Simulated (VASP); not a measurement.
Mg3SiO:

```xyz
5
Lattice="4.2206 0.0000 0.0000 0.0000 4.2206 0.0000 0.0000 0.0000 4.2206" Properties=species:S:1:pos:R:3 pbc="T T T"
Si    0.0000    0.0000    0.0000
O     2.1103    2.1103    2.1103
Mg    2.1103    2.1103    0.0000
Mg    2.1103    0.0000    2.1103
Mg    0.0000    2.1103    2.1103
```

| Item | Value |
| --- | --- |
| Program | VASP 6.6.1 |
| Task | relaxation of cell and atoms |
| Functional | r2SCAN |
| Potentials or basis | VASP PAW PBE potentials, release 64 (Si, O, Mg) |
| Cutoff | 600 eV |
| k mesh | 6 × 6 × 6 |
| Occupations | fermi-dirac, width 0.02 eV |
| Spin | no spin polarisation |

At the start: pressure -2.8 GPa; volume 15.04 Å³/atom.

Question: How do energy, volume and symmetry change on relaxing?

Answer: Over 3 steps the energy falls by 4.5 meV/atom and the volume is 14.55 Å³/atom (-3.3 %); space group Pm-3m (No. 221, to 0.1 Å) before and after.

Step by step:
| step | energy change (eV) | largest force (eV/Å) | pressure (GPa) | volume (Å³) |
| --- | --- | --- | --- | --- |
| 1 | 0.0000 | 0.0000 | -2.83 | 75.19 |
| 2 | -0.0217 | 0.0000 | 0.51 | 72.34 |
| 3 | -0.0224 | 0.0000 | 0.01 | 72.73 |

Final structure:
```yaml
crystal:
  lattice:
    - [4.17415, 0.00000, 0.00000]
    - [0.00000, 4.17415, 0.00000]
    - [0.00000, 0.00000, 4.17415]
  atoms:
    - { symbol: Si, position: [0.00000, 0.00000, 0.00000] }
    - { symbol: O, position: [0.50000, 0.50000, 0.50000] }
    - { symbol: Mg, position: [0.50000, 0.50000, 0.00000] }
    - { symbol: Mg, position: [0.50000, 0.00000, 0.50000] }
    - { symbol: Mg, position: [0.00000, 0.50000, 0.50000] }
```

Caveat: the PAW data sets were made with another functional, which shifts forces and pressure a little.
